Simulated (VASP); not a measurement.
The system is BaS.

```
Ba S
1.0
     3.83376    0.00000    0.00000
     0.00000    3.83376    0.00000
     0.00000    0.00000    3.83376
Ba S
1 1
Direct
  0.00000 0.00000 0.00000
  0.50000 0.50000 0.50000
```

Program: VASP 6.6.1. Alike in all runs: task single point; no spin polarisation; cell as given; k mesh 4 × 4 × 4; cutoff (eV) 520; smearing gaussian 0.01 eV.

**Question.** Order these runs on this cell by their band gap on the k mesh, lowest first.
A. level LDA; potentials or basis VASP PAW LDA potentials, release 64 (Ba_sv, S)
B. level PBE; potentials or basis VASP PAW PBE potentials, release 64 (Ba_sv, S)
C. level HSE06; potentials or basis VASP PAW PBE potentials, release 64 (Ba_sv, S); grid for exact exchange (PRECFOCK) Normal; screening parameter 0.2079 1/Å
D. level r2SCAN; potentials or basis VASP PAW PBE potentials, release 64 (Ba_sv, S)

**Answer.** A (1.22 eV), B (1.42 eV), D (1.80 eV), C (2.34 eV).

Caveats: spin-orbit coupling is left out, which moves the levels of the heavy elements.

A k mesh can miss the band edges.
